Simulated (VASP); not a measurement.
# BeB15N15 (a cell with a defect) (Be_B-V_N) in VASP: a series of runs, part 2 of 2

VASP 6.6.1. The steps go on from the part before.

### 3 Single point, PBE, collinear spin

Input file INCAR:

```
PREC = Accurate
ENCUT = 520
EDIFF = 1E-7
ISMEAR = -1
SIGMA = 0.01
LREAL = Auto
LASPH = True
NELM = 150
ALGO = Normal
ISIF = 2
LWAVE = False
LCHARG = False
ISPIN = 2
MAGMOM = 0.05 0.01 0.01 0.05 0.01 0.01 0 0.01 0.01 0 0 0.05 0 0 0 0.02 0.01 0 0.01 0.01 0 0 0.01 0 0 0 0.01 0.01 0.01 0.01 0.01
LORBIT = 11
NUPDOWN = 1.0
GGA = PE
NBANDS = 86
NELECT = 121.0
```

Input file KPOINTS:

```
Automatic mesh
0
Gamma
  1 1 1
  0.25 0.25 0.25
```

Input file POSCAR:

```
BeB15N15
1.0
   -3.6241103844      3.6241103844     -3.6241103844
    3.6241103844      3.6241103844      3.6241103844
    3.6241103844     -3.6241103844     -3.6241103844
B Be N
15 1 15
Direct
   -0.0016626435     -0.0023632141     -0.0365544443
    0.0029882431      0.2500875897      0.7484068699
    0.0029684728      0.4976064978      0.5009898409
   -0.0016830175      0.7125089630      0.2485113368
    0.2507960674      0.0022751352      0.7484872934
    0.2507541377      0.4975570772      0.2531630065
    0.2441141621      0.7470042424     -0.0020852136
    0.4982495125      0.0022037191      0.5009968420
    0.4982489260      0.2500380972      0.2531260238
    0.4977065351      0.4969968189      0.0018100599
    0.4976755841      0.7508609056      0.7479009996
    0.7132814334     -0.0024161329      0.2485011802
    0.7477522931      0.2433581934     -0.0020586191
    0.7516068219      0.4969792021      0.7479179547
    0.7477196778      0.7469848133      0.4942786166
    0.2702004800      0.2694596419      0.5203801070
   -0.0020265131      0.2462114753      0.0017890807
    0.0022379426      0.4997222242      0.7506515002
   -0.0020404542      0.7508335608      0.4971397879
    0.2469277563     -0.0027454400      0.0017611934
    0.2483844167      0.2476775263      0.7612994033
    0.2483381594      0.5103626661      0.4986413093
    0.2469246079      0.7508315903      0.2481880678
    0.5004401605      0.0014768828      0.7506143246
    0.5110500190      0.2476010164      0.4985806131
    0.5004365365      0.4996992755      0.2524355639
    0.5010296569      0.7500047639      0.0009560619
    0.7515437525     -0.0027877996      0.4970980274
    0.7515479490      0.2462052949      0.2481498284
    0.7507291728      0.5003621028      0.0009293485
    0.7506994687      0.7499813608      0.7512478472
```

Potentials or basis: VASP PAW PBE potentials, release 64 (B, Be, N).

Started as:

```console
> cat potpaw_PBE.64/B/POTCAR potpaw_PBE.64/Be/POTCAR potpaw_PBE.64/N/POTCAR > POTCAR
> mpirun -np 1 vasp_std > vasp.out
```

OUTCAR:

```text
PREC = Accurate
   ENCUT = 520
   EDIFF = 1E-7
   ISMEAR = -1
   LREAL = Auto
   LASPH = True
   NELM = 150
   ISIF = 2
   ISPIN = 2
   LORBIT = 11
   NUPDOWN = 1.0
   GGA = PE
   NELECT = 121.0

 ion  position               nearest neighbor table
   1  0.998  0.998  0.963-  31 1.50  17 1.50  20 1.50
   2  0.003  0.250  0.748-  21 1.52  18 1.56  28 1.58  17 1.61
   3  0.003  0.498  0.501-  22 1.52  18 1.56  29 1.58  19 1.61
   4  0.998  0.713  0.249-  30 1.49  23 1.50  19 1.50
   5  0.251  0.002  0.748-  21 1.52  24 1.56  19 1.58  20 1.61
   6  0.251  0.498  0.253-  22 1.52  26 1.56  17 1.58  23 1.61
   7  0.244  0.747  0.998-  18 1.54  20 1.56  23 1.56  27 1.60
   8  0.498  0.002  0.501-  25 1.52  24 1.56  23 1.58  28 1.61
   9  0.498  0.250  0.253-  25 1.52  26 1.56  20 1.58  29 1.61
  10  0.498  0.497  0.002-  21 1.55  26 1.56  27 1.58  30 1.58
  11  0.498  0.751  0.748-  22 1.55  24 1.56  31 1.58  27 1.58
  12  0.713  0.998  0.249-  27 1.49  28 1.50  29 1.50
  13  0.748  0.243  0.998-  24 1.54  17 1.56  29 1.56  30 1.60
  14  0.752  0.497  0.748-  25 1.55  18 1.56  30 1.58  31 1.58
  15  0.748  0.747  0.494-  26 1.54  19 1.56  28 1.56  31 1.60
  16  0.270  0.269  0.520-  25 1.61  22 1.61  21 1.61
  17  0.998  0.246  0.002-   1 1.50  13 1.56   6 1.58   2 1.61
  18  0.002  0.500  0.751-   7 1.54  14 1.56   2 1.56   3 1.56
  19  0.998  0.751  0.497-   4 1.50  15 1.56   5 1.58   3 1.61
  20  0.247  0.997  0.002-   1 1.50   7 1.56   9 1.58   5 1.61
  21  0.248  0.248  0.761-   2 1.52   5 1.52  10 1.55  16 1.61
  22  0.248  0.510  0.499-   3 1.52   6 1.52  11 1.55  16 1.61
  23  0.247  0.751  0.248-   4 1.50   7 1.56   8 1.58   6 1.61
  24  0.500  0.001  0.751-  13 1.54  11 1.56   8 1.56   5 1.56
  25  0.511  0.248  0.499-   8 1.52   9 1.52  14 1.55  16 1.61
  26  0.500  0.500  0.252-  15 1.54  10 1.56   9 1.56   6 1.56
  27  0.501  0.750  0.001-  12 1.49  10 1.58  11 1.58   7 1.60
  28  0.752  0.997  0.497-  12 1.50  15 1.56   2 1.58   8 1.61
  29  0.752  0.246  0.248-  12 1.50  13 1.56   3 1.58   9 1.61
  30  0.751  0.500  0.001-   4 1.49  14 1.58  10 1.58  13 1.60
  31  0.751  0.750  0.751-   1 1.50  14 1.58  11 1.58  15 1.60

  LATTYP: Found a body centered cubic cell.
 ALAT       =     7.2482207688

  Lattice vectors:

 A1 = (  -3.6241103844,   3.6241103844,  -3.6241103844)
[... 316 lines left out ...]
      3     -11.6589      1.00000
      4     -11.0041      1.00000
      5      -8.8319      1.00000
      6      -8.8315      1.00000
[... 64 lines left out ...]
     71      15.2010      0.00000
     72      15.2018      0.00000
 [bands above 72 left out]

------------------------ aborting loop because EDIFF is reached ----------------------------------------

  FORCE on cell =-STRESS in cart. coord.  units (eV):
  Direction    XX          YY          ZZ          XY          YZ          ZX
  --------------------------------------------------------------------------------------
  -------------------------------------------------------------------------------------
  Total       -3.3868496     -3.3932738     -3.3833169     -2.1897651      2.1866609      2.1938975
  in kB      -28.4998285    -28.5538875    -28.4701020    -18.4265432     18.4004217     18.4613169
  external PRESSURE =     -28.5079393 kB  Pullay stress =       0.0000000 kB

 VOLUME and BASIS-vectors are now :
 -----------------------------------------------------------------------------
  energy-cutoff  :      520.00
  volume of cell :      190.40
      direct lattice vectors                 reciprocal lattice vectors
    -3.624110384  3.624110384 -3.624110384     0.000000000  0.137964893 -0.137964893
     3.624110384  3.624110384  3.624110384     0.137964893  0.137964893  0.000000000
     3.624110384 -3.624110384 -3.624110384     0.137964893  0.000000000 -0.137964893

 POSITION                                       TOTAL-FORCE (eV/Angst)
 -----------------------------------------------------------------------------------
      3.48909      3.74200     -3.49417         0.023553     -0.028007     -0.027277
      3.60782     -1.79513     -1.81679         0.010927     -0.027442      0.004025
      3.60827     -0.00150     -0.02302         0.005090     -0.015993      0.014641
     -0.13517      5.29959     -1.93643         0.031866      0.027394      0.020120
      1.81193     -1.79544     -3.61327        -0.011159     -0.017810     -0.006537
      1.81193      1.79447     -0.02305        -0.006294      0.004289      0.008718
[... 23 lines left out ...]
     -0.90399      4.53072     -0.91073        -0.020651     -0.022146      0.022641
      2.72000      2.71603     -2.72521        -0.016041     -0.021379      0.016152
 -----------------------------------------------------------------------------------
    total drift:                                0.007090      0.009655      0.004543

  FREE ENERGIE OF THE ION-ELECTRON SYSTEM (eV)
  ---------------------------------------------------
  free  energy   TOTEN  =      -269.8511875430 eV

  energy  without entropy=     -269.8511875430  energy(sigma->0) =     -269.85118754

 total charge

# of ion       s       p       d       tot
------------------------------------------
    1        0.710   1.312   0.000   2.022
    2        0.669   1.338   0.000   2.007
    3        0.669   1.338   0.000   2.007
    4        0.710   1.312   0.000   2.022
    5        0.669   1.338   0.000   2.007
    6        0.669   1.338   0.000   2.007
[... 23 lines left out ...]
   30        1.211   2.749   0.000   3.960
   31        1.211   2.749   0.000   3.960
--------------------------------------------------
tot         28.854  62.450   0.000  91.304

 magnetization (x)

# of ion       s       p       d       tot
------------------------------------------
    1        0.009   0.081   0.000   0.089
    2        0.003   0.006   0.000   0.009
    3        0.003   0.006   0.000   0.009
    4        0.009   0.081   0.000   0.090
    5        0.003   0.006   0.000   0.009
    6        0.003   0.006   0.000   0.009
[... 23 lines left out ...]
   30        0.000   0.006   0.000   0.007
   31        0.000   0.006   0.000   0.007
--------------------------------------------------
tot          0.067   0.384   0.000   0.451
```

OSZICAR:

```text
N       E                     dE             d eps       ncg     rms          rms(c)
DAV:   1     0.491308043384E+03    0.49131E+03   -0.63299E+04   344   0.136E+03
DAV:   2    -0.248182321899E+03   -0.73949E+03   -0.71047E+03   420   0.319E+02
DAV:   3    -0.285588582349E+03   -0.37406E+02   -0.37138E+02   448   0.731E+01
DAV:   4    -0.286048596910E+03   -0.46001E+00   -0.45896E+00   424   0.856E+00
DAV:   5    -0.286057518765E+03   -0.89219E-02   -0.89155E-02   432   0.115E+00    0.269E+01
DAV:   6    -0.271158112091E+03    0.14899E+02   -0.44262E+01   392   0.208E+01    0.125E+01
DAV:   7    -0.270101312977E+03    0.10568E+01   -0.35189E+00   416   0.658E+00    0.776E+00
DAV:   8    -0.269864345109E+03    0.23697E+00   -0.73890E-01   400   0.307E+00    0.119E+00
DAV:   9    -0.269853150932E+03    0.11194E-01   -0.68263E-02   400   0.117E+00    0.466E-01
DAV:  10    -0.269852228986E+03    0.92195E-03   -0.20026E-02   408   0.496E-01    0.286E-01
DAV:  11    -0.269851062070E+03    0.11669E-02   -0.14961E-03   392   0.170E-01    0.124E-01
DAV:  12    -0.269851135168E+03   -0.73098E-04   -0.50556E-04   408   0.896E-02    0.422E-02
DAV:  13    -0.269851176535E+03   -0.41367E-04   -0.13019E-04   384   0.437E-02    0.204E-02
DAV:  14    -0.269851185148E+03   -0.86133E-05   -0.10687E-05   408   0.143E-02    0.131E-02
DAV:  15    -0.269851186909E+03   -0.17607E-05   -0.21843E-06   424   0.575E-03    0.632E-03
DAV:  16    -0.269851187485E+03   -0.57577E-06   -0.91530E-07   416   0.335E-03    0.137E-03
DAV:  17    -0.269851187543E+03   -0.58510E-07   -0.57008E-08   232   0.105E-03
   1 F= -.26985119E+03 E0= -.26985119E+03  d E =-.559238E-13  mag=     1.0000
```

It took 2.1 min on 1 thread of Intel Xeon Platinum 8259CL at 2.50GHz (Skylake/Cascade Lake), shared host; peak memory 0.39 GiB.

Results:

```
Free energy                                           : -269.8512 eV
Largest force                                         : 0.047 eV/Å
Net moment                                            : 1.00 μB per cell
Site moments                                          : B +0.09, +0.01, +0.00; Be +0.05; N +0.01, -0.00 μB
Valence electrons inside the program's atomic spheres : B 2.02, 2.01, 2.00; Be 1.47; N 3.97, 4.01, 3.96
```

Forces in eV/Å, atoms in the order of the input:
```
B    0.024 -0.028 -0.027
B    0.011 -0.027  0.004
B    0.005 -0.016  0.015
B    0.032  0.027  0.020
B   -0.011 -0.018 -0.007
B   -0.006  0.004  0.009
B    0.009  0.001 -0.005
B   -0.018 -0.002 -0.005
B   -0.012  0.004  0.001
B    0.012  0.012 -0.012
B    0.012  0.012 -0.015
B   -0.014  0.027 -0.028
B    0.005  0.004  0.003
B    0.012  0.010 -0.008
B    0.008  0.001 -0.005
Be  -0.003 -0.009  0.007
N    0.008  0.024  0.012
N    0.000 -0.009  0.014
N    0.010 -0.004 -0.018
N   -0.010  0.019 -0.010
N   -0.005 -0.001  0.000
N   -0.014  0.011  0.007
N   -0.012  0.012 -0.016
N    0.000 -0.011 -0.002
N   -0.004  0.009  0.003
N   -0.007 -0.001  0.013
N   -0.033 -0.013  0.020
N    0.022 -0.004 -0.013
N    0.020  0.009  0.005
N   -0.021 -0.022  0.023
N   -0.016 -0.021  0.016
```

Caveat: the k points lie up to 1.23 Å⁻¹ apart; the cell carries a net charge on a neutralising background, which shifts energy and pressure; the cell is charged against a uniform background, so pressure and absolute levels hang on convention; the total moment is fixed, so each spin has its own Fermi level.
